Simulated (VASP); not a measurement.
The system is Te2Mo.

```
Te Mo
1.0
     6.34645    0.00000    0.00000
     0.00000    3.49422    0.00000
    -0.54903    0.00000   14.85616
Te Mo
8 4
Direct
  0.06309 0.50000 0.40139
  0.93626 0.00000 0.59892
  0.56720 0.00000 0.36206
  0.43254 0.50000 0.63827
  0.09105 0.00000 0.13792
  0.90945 0.50000 0.86175
  0.58109 0.50000 0.09855
  0.41935 0.00000 0.90115
  0.31969 0.00000 0.50683
  0.67978 0.50000 0.49352
  0.18149 0.50000 0.00653
  0.81900 0.00000 0.99309
```

Base run:

```yaml
Program: VASP 6.6.1
Functional: BLYP
Potentials_or_basis: VASP PAW PBE potentials, release 64 (Te, Mo_sv)
Cutoff: 520 eV
k_mesh: 4 × 8 × 2
Occupations: fermi-dirac, width 0.05 eV
Spin: no spin polarisation
```

Its results: band gap on the k mesh zero (band 52 reaches 7.69 eV, above the bottom of band 53 at 7.55 eV); pressure 6.3 GPa; largest force 0.728 eV/Å.

**Question.** The run is repeated on the same cell with these changes: functional from BLYP to PBE; occupations from fermi-dirac, width 0.05 eV to gaussian, width 0.012 eV. What comes out?

**Answer.** Band gap on the k mesh zero (band 52 reaches 7.26 eV, above the bottom of band 53 at 7.11 eV); pressure 0.7 GPa; largest force 0.216 eV/Å.

Caveats: spin-orbit coupling is left out, which moves the levels of the heavy elements; this functional lacks dispersion, which binds the layers, so the pressure and a relaxed spacing across them are unreliable; the PAW data sets were made with another functional, which shifts forces and pressure a little (some runs).
